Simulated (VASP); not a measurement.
# C in VASP: a series of runs

Aim: see how the results for C move with the level of theory and the settings. Levels: LDA, PBEsol. Tasks: single point.

Program: VASP 6.6.1. These are calculated values, not measurements. Logs are shortened: lines on timing, memory, paths and dates and some standing lists are left out, and cuts for length are marked.

**1. The cell of the first run**

The cell holds a slab with vacuum, 2 atoms: a = 2.406 Å, b = 2.406 Å, c = 8.350 Å, α = 90.00°, β = 90.00°, γ = 120.00°.

**2. Single point, LDA (volume scaled by 0.94)**

The input, INCAR:

```
SYSTEM = C
PREC = Accurate ; ENCUT = 520
EDIFF = 1E-6 ; ISMEAR = -1
SIGMA = 0.05 ; LREAL = .FALSE.
LASPH = .TRUE. ; NELM = 80
ALGO = Normal ; ISIF = 2
LWAVE = .FALSE. ; LCHARG = .FALSE.
GGA = CA ; NBANDS = 11
```

The input, KPOINTS:

```
regular mesh
0
G
  12 12 3
  0 0 0
```

The input, POSCAR:

```
C
1.0
    2.4060301715      0.0000000000      0.0000000000
   -1.2030150858      2.0836832508      0.0000000000
    0.0000000000      0.0000000000      8.3497993649
C
2
Direct
    0.6666666667      0.3333333333      0.0000000000
    0.3333333333      0.6666666667      0.0000000000
```

Potentials or basis: VASP PAW LDA potentials, release 64 (C).

Started as:

```bash
> cat potpaw_LDA.64/C/POTCAR > POTCAR
> mpirun -np 1 vasp_std > vasp.out
```

OUTCAR:

```text
SYSTEM = C
   PREC = Accurate
   ENCUT = 520
   EDIFF = 1E-6
   ISMEAR = -1
   LREAL = .FALSE.
   LASPH = .TRUE.
   NELM = 80
   ISIF = 2
   GGA = CA

 ion  position               nearest neighbor table
   1  0.667  0.333  0.000-   2 1.39   2 1.39   2 1.39
   2  0.333  0.667  0.000-   1 1.39   1 1.39   1 1.39

  LATTYP: Found a hexagonal cell.
 ALAT       =     2.4060301715
 C/A-ratio  =     3.4703635323

  Lattice vectors:

 A1 = (   2.4060301715,   0.0000000000,   0.0000000000)
 A2 = (  -1.2030150858,   2.0836832508,   0.0000000000)
 A3 = (   0.0000000000,   0.0000000000,   8.3497993649)

Analysis of symmetry for initial positions (statically):
=====================================================================
 Subroutine PRICEL returns:
 Original cell was already a primitive cell.

 Routine SETGRP: Setting up the symmetry group for a
 hexagonal supercell.

 Subroutine GETGRP returns: Found 24 space group operations
 (whereof 24 operations were pure point group operations)
 out of a pool of 24 trial point group operations.

The static configuration has the point symmetry D_6h.

Analysis of symmetry for dynamics (positions and initial velocities):
=====================================================================
 Subroutine PRICEL returns:
 Original cell was already a primitive cell.

 Routine SETGRP: Setting up the symmetry group for a
 hexagonal supercell.

 Subroutine GETGRP returns: Found 24 space group operations
 (whereof 24 operations were pure point group operations)
 out of a pool of 24 trial point group operations.

The dynamic configuration has the point symmetry D_6h.

 Subroutine INISYM returns: Found 24 space group operations
 (whereof 24 operations are pure point group operations),
 and found     1 'primitive' translations

----------------------------------------------------------------------------------------

                                     Primitive cell

  volume of cell :      41.8609

  direct lattice vectors                    reciprocal lattice vectors
     2.406030171  0.000000000  0.000000000     0.415622386  0.239959696  0.000000000
    -1.203015086  2.083683251  0.000000000     0.000000000  0.479919393  0.000000000
     0.000000000  0.000000000  8.349799365     0.000000000  0.000000000  0.119763357

  length of vectors
     2.406030171  2.406030172  8.349799365     0.479919393  0.479919393  0.119763357

  position of ions in fractional coordinates (direct lattice)
     0.666666667  0.333333333  0.000000000
     0.333333333  0.666666667  0.000000000

  ion indices of the primitive-cell ions
   primitive index   ion index
                 1           1
                 2           2

----------------------------------------------------------------------------------------

 KPOINTS: regular mesh

Automatic generation of k-mesh.
 Grid dimensions read from file:
 generate k-points for:   12   12    3

 Generating k-lattice:

  Cartesian coordinates                     Fractional coordinates (reciprocal lattice)
     0.034635199  0.019996641  0.000000000     0.083333333 -0.000000000  0.000000000
     0.000000000  0.039993283  0.000000000     0.000000000  0.083333333  0.000000000
     0.000000000  0.000000000  0.039921119     0.000000000  0.000000000  0.333333333

  Length of vectors
     0.039993283  0.039993283  0.039921119

  Shift w.r.t. Gamma in fractional coordinates (k-lattice)
     0.000000000  0.000000000  0.000000000

 Subroutine IBZKPT returns following result:
 ===========================================

 Found     38 irreducible k-points:

 Following reciprocal coordinates:
            Coordinates               Weight
  0.000000  0.000000  0.000000      1.000000
  0.083333 -0.000000  0.000000      6.000000
  0.166667 -0.000000  0.000000      6.000000
  0.250000  0.000000  0.000000      6.000000
  0.333333  0.000000  0.000000      6.000000
  0.416667 -0.000000  0.000000      6.000000
[... 16 lines left out ...]
  0.250000  0.000000  0.333333     12.000000
  0.333333  0.000000  0.333333     12.000000
 [... further k-points ...]
   k-points           NKPTS =     38   k-points in BZ     NKDIM =     38   number of bands    NBANDS=     11
   number of dos      NEDOS =    301   number of ions     NIONS =      2
   total plane-waves  NPLWV =  20736
   dimension x,y,z NGX =    18 NGY =   18 NGZ =   64
   dimension x,y,z NGXF=    36 NGYF=   36 NGZF=  128
   ions per type =               2
   NGX,Y,Z   is equivalent  to a cutoff of  12.44, 12.44, 12.74 a.u.
   NGXF,Y,Z  is equivalent  to a cutoff of  24.87, 24.87, 25.49 a.u.
 SYSTEM =  C
   PREC   = accura    normal or accurate (medium, high low for compatibility)
   ISTART =      0    job   : 0-new  1-cont  2-samecut
   ICHARG =      2    charge: 1-file 2-atom 10-const
   ISPIN  =      1    spin polarized calculation?
   LNONCOLLINEAR =      F non collinear calculations
   LSORBIT =      F    spin-orbit coupling
   LASPH  =      T    aspherical Exc in radial PAW
   ENCUT  =  520.0 eV  38.22 Ry    6.18 a.u.   4.47  4.47 15.53*2*pi/ulx,y,z
   NELM   =     80;   NELMIN=  2; NELMDL= -5     # of ELM steps
   EDIFF  = 0.1E-05   stopping-criterion for ELM
   LREAL  =      F    real-space projection
   EDIFFG = 0.1E-04   stopping-criterion for IOM
   NSW    =      0    number of steps for IOM
   IBRION =     -1    ionic relax: 0-MD 1-quasi-New 2-CG
   NFREE  =      0    steps in history (QN), initial steepest desc. (CG)
   ISIF   =      2    stress and relaxation
   ISYM   =      2    0-nonsym 1-usesym 2-fastsym
   POTIM  = 0.5000    time-step for ionic-motion
   TEBEG  =    0.0;   TEEND  =   0.0 temperature during run
   PSTRESS=    0.0 pullay stress
   NELECT =       8.0000    total number of electrons
   NUPDOWN=      -1.0000    fix difference up-down
   EMIN   =  10.00;   EMAX   =-10.00  energy-range for DOS
   EFERMI =   0.00;   METHOD = LEGACY
   ISMEAR =    -1;   SIGMA  =   0.05  broadening in eV -4-tet -1-fermi 0-gaus
   EFERMI_NEDOS =   21; number of points for ismear=-14 and -15
   IALGO  =     38    algorithm
   IMIX   =      4    mixing-type and parameters
     AMIX     =   0.40;   BMIX     =  1.00
     AMIX_MAG =   1.60;   BMIX_MAG =  1.00
  volume/ion in A,a.u.               =      20.93       141.25
  Fermi-wavevector in a.u.,A,eV,Ry     =   0.942979  1.781971 12.098421  0.889209
  Thomas-Fermi vector in A             =   2.070641
   LORBIT       =      0    0 simple, 1 ext, 2 COOP (PROOUT), +10 PAW based schemes
   GGA     = CA    functional components
   LHFCALC =     F    Hartree Fock is set to
   AEXX    =    0.0000 exact exchange contribution
   IVDW    =     0    specifies the selected vdW correction
   LEPSILON=     F    determine dielectric tensor
   LRPA    =     F    only Hartree local field effects (RPA)
 non-spin polarized calculation
  energy-cutoff  :      520.00
  volume of cell :       41.86
 maximum number of plane-waves:      1159
 NGX is ok and might be reduce to    18
   NGX =  9   NGY =  9   NGZ = 31

 number of electron       8.0000002 magnetization

 Free energy of the ion-electron system (eV)
  ---------------------------------------------------
  ext. energy  EPLUGINS =         0.00000000
  ---------------------------------------------------
  free energy    TOTEN  =       -20.12852639 eV

  energy without entropy =      -20.12660098  energy(sigma->0) =      -20.12756369

 E-fermi :  -0.5554     XC(G=0):  -5.2589

 val. band max:       -0.5554182200   @ k =   0.3333   0.3333   0.3333
 cond. band min:      -0.5553622031   @ k =   0.3333   0.3333   0.0000
 fundamental gap:      0.0000560169
 Fermi energy:        -0.5553995483

 k-point     1 :       0.0000    0.0000    0.0000
  band No.  band energies     occupation
      1     -20.4479      2.00000
      2      -8.7045      2.00000
      3      -3.5593      2.00000
      4      -3.5593      2.00000
      5       2.3625      0.00000
      6       4.8255      0.00000
      7       6.5035      0.00000
      8       8.1994      0.00000
      9       8.1994      0.00000
     10      11.6838      0.00000
     11      13.4587      0.00000

 k-point     2 :       0.0833   -0.0000    0.0000
  band No.  band energies     occupation
      1     -20.2780      2.00000
      2      -8.4963      2.00000
      3      -4.2131      2.00000
      4      -3.9240      2.00000
      5       2.5955      0.00000
      6       5.0538      0.00000
      7       6.7234      0.00000
      8       8.2965      0.00000
      9       8.9427      0.00000
     10      11.0714      0.00000
     11      13.6569      0.00000

 k-point     3 :       0.1667   -0.0000    0.0000
  band No.  band energies     occupation
      1     -19.7694      2.00000
      2      -7.8767      2.00000
      3      -5.8731      2.00000
      4      -4.7739      2.00000
      5       3.2949      0.00000
      6       5.7334      0.00000
      7       7.3759      0.00000
      8       8.3776      0.00000
      9       9.4351      0.00000
     10      10.9081      0.00000
     11      14.2305      0.00000

 k-point     4 :       0.2500    0.0000    0.0000
  band No.  band energies     occupation
      1     -18.9280      2.00000
      2      -8.0187      2.00000
      3      -6.8647      2.00000
      4      -5.7126      2.00000
      5       4.4590      0.00000
      6       6.7175      0.00000
      7       7.3119      0.00000
      8       8.0511      0.00000
      9       8.6896      0.00000
     10      13.6228      0.00000
     11      15.0879      0.00000

 k-point     5 :       0.3333    0.0000    0.0000
  band No.  band energies     occupation
      1     -17.7645      2.00000
      2     -10.2868      2.00000
      3      -6.4925      2.00000
      4      -5.5106      2.00000
      5       4.6110      0.00000
      6       6.0803      0.00000
      7       7.9043      0.00000
      8       8.4806      0.00000
      9      10.1898      0.00000
     10      15.8409      0.00000
     11      15.9116      0.00000
[... 211 lines left out ...]
 k-point    21 :       0.0833   -0.0000    0.3333
  band No.  band energies     occupation
      1     -20.2779      2.00000
      2      -8.4966      2.00000
      3      -4.2131      2.00000
      4      -3.9240      2.00000
      5       2.9428      0.00000
      6       4.0047      0.00000
      7       8.1423      0.00000
      8       8.3334      0.00000
      9       8.9427      0.00000
     10      11.0718      0.00000
     11      11.6995      0.00000

 k-point    22 :       0.1667   -0.0000    0.3333
  band No.  band energies     occupation
      1     -19.7694      2.00000
      2      -7.8769      2.00000
      3      -5.8731      2.00000
      4      -4.7739      2.00000
      5       3.6380      0.00000
      6       4.6978      0.00000
      7       8.2900      0.00000
      8       8.8788      0.00000
      9       9.4490      0.00000
     10      10.9080      0.00000
     11      12.3624      0.00000

 k-point    23 :       0.2500    0.0000    0.3333
  band No.  band energies     occupation
      1     -18.9281      2.00000
      2      -8.0188      2.00000
      3      -6.8649      2.00000
      4      -5.7126      2.00000
      5       4.7934      0.00000
      6       5.8288      0.00000
      7       7.1719      0.00000
      8       8.1564      0.00000
      9       9.9904      0.00000
     10      13.4255      0.00000
     11      13.6229      0.00000

 k-point    24 :       0.3333    0.0000    0.3333
  band No.  band energies     occupation
      1     -17.7645      2.00000
      2     -10.2868      2.00000
      3      -6.4925      2.00000
      4      -5.5108      2.00000
      5       4.6073      0.00000
      6       6.4064      0.00000
      7       7.4766      0.00000
      8       7.9489      0.00000
      9      11.4841      0.00000
     10      14.8119      0.00000
     11      15.9826      0.00000

 [... further k-points ...]
[... 5 lines left out ...]
  --------------------------------------------------------------------------------------
  -------------------------------------------------------------------------------------
  Total        2.4681160      2.4681160     -0.0140706     -0.0000000     -0.0000000      0.0000000
  in kB       94.4642175     94.4642175     -0.5385344     -0.0000000     -0.0000000      0.0000000
  external PRESSURE =      62.7966335 kB  Pullay stress =       0.0000000 kB

 VOLUME and BASIS-vectors are now :
 -----------------------------------------------------------------------------
  energy-cutoff  :      520.00
  volume of cell :       41.86
      direct lattice vectors                 reciprocal lattice vectors
     2.406030171  0.000000000  0.000000000     0.415622386  0.239959696  0.000000000
    -1.203015086  2.083683251  0.000000000     0.000000000  0.479919393  0.000000000
     0.000000000  0.000000000  8.349799365     0.000000000  0.000000000  0.119763357

 POSITION                                       TOTAL-FORCE (eV/Angst)
 -----------------------------------------------------------------------------------
      1.20302      0.69456      0.00000         0.000000     -0.000000     -0.000000
     -0.00000      1.38912      0.00000        -0.000000      0.000000      0.000000
 -----------------------------------------------------------------------------------
    total drift:                                0.000000     -0.000000      0.000000

  FREE ENERGIE OF THE ION-ELECTRON SYSTEM (eV)
  ---------------------------------------------------
  free  energy   TOTEN  =       -20.1285263910 eV

  energy  without entropy=      -20.1266009822  energy(sigma->0) =      -20.12756369
```

Run time: 23 s. Hardware: 1 thread of AMD EPYC 7R13 (Zen 3), shared host; peak memory 0.1 GiB.

What came out:

```
Free energy            : -20.1285 eV
Band gap on the k mesh : zero (filled and empty bands touch)
```

(Continued in part 2 of 2.)
